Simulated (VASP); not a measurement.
# WC (P-6m2) in VASP: further runs, part 2 of 2

VASP 6.6.1. The steps go on from the part before.

### 3 Single point, r2SCAN+U

File POSCAR:

```
WC
1.0
    2.9065000000      0.0000000000      0.0000000000
   -1.4532500000      2.5171028361      0.0000000000
    0.0000000000      0.0000000000      2.8366000000
W C
1 1
Direct
    0.0000000000      0.0000000000      0.0000000000
    0.6666666667      0.3333333333      0.5000000000
```

File INCAR.step1:

```
SYSTEM = WC
  PREC = Accurate
  ENCUT = 660
  ISMEAR = 1
  SIGMA = 0.1
  LREAL = .False.
  LASPH = .True.
  NELM = 200
  LMAXMIX = 4
  LDAU = .True.
  LDAUTYPE = 2
  LDAUL = 2 -1
  LDAUU = 4 0
  LDAUJ = 0 0
  NBANDS = 16
  GGA = PE
  ALGO = Normal
  EDIFF = 1E-5
  LWAVE = .True.
  LCHARG = .False.
  GGA_COMPAT = .False.
```

File INCAR.step2:

```
SYSTEM = WC
  PREC = Accurate
  ENCUT = 660
  EDIFF = 1E-6
  ISMEAR = 1
  SIGMA = 0.1
  LREAL = .False.
  LASPH = .True.
  NELM = 200
  ALGO = Normal
  ISIF = 2
  LWAVE = .False.
  LCHARG = .True.
  LMAXMIX = 4
  LDAU = .True.
  LDAUTYPE = 2
  LDAUL = 2 -1
  LDAUU = 4 0
  LDAUJ = 0 0
  LDAUPRINT = 1
  METAGGA = R2SCAN
  LMIXTAU = .True.
  LELF = .True.
  LVHAR = .True.
  NBANDS = 16
  ISTART = 1
  GGA_COMPAT = .False.
```

File KPOINTS:

```
regular mesh
0
Gamma
  10 10 9
  0 0 0
```

Potentials or basis: VASP PAW PBE potentials, release 64 (W_sv, C).

Run with:

```console
$ cat potpaw_PBE.64/W_sv/POTCAR potpaw_PBE.64/C/POTCAR > POTCAR
$ cp INCAR.step1 INCAR
$ mpirun -np 1 vasp_std > vasp.out
$ cp INCAR.step2 INCAR
$ mpirun -np 1 vasp_std > vasp.out
```

OUTCAR:

```text
SYSTEM = WC
   PREC = Accurate
   ENCUT = 660
   EDIFF = 1E-6
   ISMEAR = 1
   LREAL = .False.
   LASPH = .True.
   NELM = 200
   ISIF = 2
   METAGGA = R2SCAN
   ISTART = 1

 ion  position               nearest neighbor table
   1  0.000  0.000  0.000-   2 2.20   2 2.20   2 2.20   2 2.20   2 2.20   2 2.20
   2  0.667  0.333  0.500-   1 2.20   1 2.20   1 2.20   1 2.20   1 2.20   1 2.20

  LATTYP: Found a hexagonal cell.
 ALAT       =     2.9065000000
 C/A-ratio  =     0.9759504559

  Lattice vectors:

 A1 = (   2.9065000000,   0.0000000000,   0.0000000000)
 A2 = (  -1.4532500000,   2.5171028361,   0.0000000000)
 A3 = (   0.0000000000,   0.0000000000,   2.8366000000)

Analysis of symmetry for initial positions (statically):
=====================================================================
 Subroutine PRICEL returns:
 Original cell was already a primitive cell.

 Routine SETGRP: Setting up the symmetry group for a
 hexagonal supercell.

 Subroutine GETGRP returns: Found 12 space group operations
 (whereof 12 operations were pure point group operations)
 out of a pool of 24 trial point group operations.

The static configuration has the point symmetry D_3h.
[... 197 lines left out ...]

 E-fermi :  11.2654     XC(G=0): -14.9832

 val. band max:       11.2503617962   @ k =   0.4000   0.2000   0.0000
 cond. band min:      11.3755921766   @ k =   0.0000   0.0000   0.3333
 fundamental gap:      0.1252303804
 Fermi energy:        11.2654177886

 k-point     1 :       0.0000    0.0000    0.0000
  band No.  band energies     occupation
      1     -65.2665      2.00000
      2     -28.5424      2.00000
      3     -28.4316      2.00000
      4     -28.4316      2.00000
      5      -4.1885      2.00000
      6       6.7652      2.00000
[... 433 lines left out ...]
      3     -28.6677      2.00000
      4     -28.5127      2.00000
      5      -0.5998      2.00000
      6       3.9539      2.00000
[... 8 lines left out ...]
     15      25.3167      0.00000
     16      29.6291      0.00000

 [... further k-points ...]

------------------------ aborting loop because EDIFF is reached ----------------------------------------

  FORCE on cell =-STRESS in cart. coord.  units (eV):
  Direction    XX          YY          ZZ          XY          YZ          ZX
  --------------------------------------------------------------------------------------
  -------------------------------------------------------------------------------------
  Total        1.5874691      1.5874691      1.6120886     -0.0000000      0.0000000      0.0000000
  in kB      122.5593576    122.5593576    124.4600847     -0.0000000      0.0000000      0.0000000
  external PRESSURE =     123.1929333 kB  Pullay stress =       0.0000000 kB

 VOLUME and BASIS-vectors are now :
 -----------------------------------------------------------------------------
  energy-cutoff  :      660.00
  volume of cell :       20.75
      direct lattice vectors                 reciprocal lattice vectors
     2.906500000  0.000000000  0.000000000     0.344056425  0.198641070  0.000000000
    -1.453250000  2.517102836  0.000000000     0.000000000  0.397282139  0.000000000
     0.000000000  0.000000000  2.836600000     0.000000000  0.000000000  0.352534725

 POSITION                                       TOTAL-FORCE (eV/Angst)
 -----------------------------------------------------------------------------------
      0.00000      0.00000      0.00000        -0.000000      0.000000      0.000000
      1.45325      0.83903      1.41830         0.000000      0.000000      0.000000
 -----------------------------------------------------------------------------------
    total drift:                                0.000000     -0.000000      0.000000

  FREE ENERGIE OF THE ION-ELECTRON SYSTEM (eV)
  ---------------------------------------------------
  free  energy   TOTEN  =       -57.1463406812 eV

  energy  without entropy=      -57.1462206496  energy(sigma->0) =      -57.14630067
```

Run time: 26 s. Hardware: 1 thread of Intel Xeon 6975P-C (Granite Rapids), shared host; peak memory 0.16 GiB.

Results:

```
Free energy            : -57.1463 eV
Pressure               : 12.3 GPa
Band gap on the k mesh : zero (bands 9 and 10 overlap by 1.04 eV)
```

Stress tensor (GPa, compression positive):
```
12.26  0.00  0.00
 0.00 12.26  0.00
 0.00  0.00 12.45
```

Levels at points of the mesh, in eV from the Fermi level:
| k point | band 7 | band 8 | band 9 | band 10 | band 11 | band 12 |
| --- | --- | --- | --- | --- | --- | --- |
| (0.00, 0.00, 0.00) | -3.44 | -3.44 | -0.06 | 3.67 | 3.67 | 5.92 |
| (0.50, 0.00, 0.00) | -3.70 | -3.67 | -0.63 | 2.74 | 4.85 | 5.14 |

Eigenvalues of the final occupation matrices:
| site | spin | trace | eigenvalues |
| --- | --- | --- | --- |
| site 1 d | 1 | 1.66 | 0.31 0.31 0.34 0.34 0.36 |
| site 1 d | 2 | 1.66 | 0.31 0.31 0.34 0.34 0.36 |

Caveat: the cell stands under pressure; the PAW data sets were made with another functional, which shifts forces and pressure a little; spin-orbit coupling is left out, which moves the levels of the heavy elements; U without spin polarisation on a metal has little footing; the U is typed as a test and isn't derived for this compound.

The gap in the log of VASP goes by the Fermi energy; the results here count the filled bands.